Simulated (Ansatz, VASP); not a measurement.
**LiAl2O3: VASP beside Ansatz**

```xyz
6
Lattice="2.4349 1.4058 2.6282 -2.4349 1.4058 2.6282 0.0000 -2.8116 2.6282" Properties=species:S:1:pos:R:3 pbc="T T T"
Li    0.0000    0.0000    0.0000
Al    0.0000    0.0000    2.5560
Al    0.0000    0.0000    5.3287
O    -1.5528    0.0000    3.9423
O     0.7764   -1.3447    3.9423
O     0.7764    1.3447    3.9423
```

Alike in both runs: task relaxation of cell and atoms; functional PBE; k mesh 12 × 12 × 12; occupations gaussian, width 0.1 eV; no spin polarisation.

|  | VASP | Ansatz |
| --- | --- | --- |
| version | VASP 6.6.1 | Ansatz 0.2.0 |
| potentials or method | VASP PAW PBE potentials, release 64 (Li_sv, Al, O), cutoff 600 eV | scalar-relativistic, plane waves, PAW |
| valence electrons in the cell | 27 | 27 |

|  | VASP | Ansatz | Ansatz less VASP |
| --- | --- | --- | --- |
| gap on the k mesh at the Fermi level, each at its own relaxed structure (eV) | none | none | - |
| relaxed volume (Å³/atom) | 8.96 | 8.99 | +0.031 |
| relaxed cell length with the largest relative difference (Å) | 3.843 | 3.848 | +0.0043 |

A gap of «none» marks a metal or a gap that the smearing closes.

Noted on VASP's run: the cutoff is short for stress, so the pressure is rough.
